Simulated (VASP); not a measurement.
A run of VASP 6.6.1:

The input INCAR:

```
PREC = Accurate ; ENCUT = 520
EDIFF = 1E-6 ; ISMEAR = 0
SIGMA = 0.1 ; LREAL = False
LASPH = True ; NELM = 100
ALGO = Normal ; ISIF = 2
LWAVE = False ; LCHARG = True
LDIPOL = True ; IDIPOL = 3
DIPOL = 0.5 0.5 0.500 ; GGA = PS
LELF = True ; LVHAR = True
LVACPOTAV = True ; NBANDS = 50
```

The input KPOINTS:

```
Automatic mesh
0
Gamma
  9 6 1
```

The input POSCAR:

```
Ca
1.0
    3.8536567445      0.0000000000      0.0000000000
    0.0000000000      6.3401854572      0.0000000000
    0.0000000000      0.0000000000     27.2370036734
Ca
8
Direct
    0.0000000000      0.2500000000      0.2819050531
    0.0000000000      0.7500000000      0.3568640377
    0.5000000000      0.2500000000      0.3992450446
    0.5000000000      0.7500000000      0.4789814265
    0.0000000000      0.2500000000      0.5210184406
    0.0000000000      0.7500000000      0.6007550296
    0.5000000000      0.2500000000      0.6431359762
    0.5000000000      0.7500000000      0.7180949916
```

Potentials or basis: VASP PAW PBE potentials, release 64 (Ca_sv).

The run is started by

```sh
$ cat potpaw_PBE.64/Ca_sv/POTCAR > POTCAR
$ mpirun -np 1 vasp_std > vasp.out
```

Hardware: 1 thread of Intel(R) Xeon(R) 6975P-C (Granite Rapids) (shared host).

Q: Estimate the wall time of this run.

A: Run time: 32 min on 1 thread of Intel(R) Xeon(R) 6975P-C (Granite Rapids) (shared host), peak memory 0.88 GiB. Counts: scf iterations 23, k points 20.
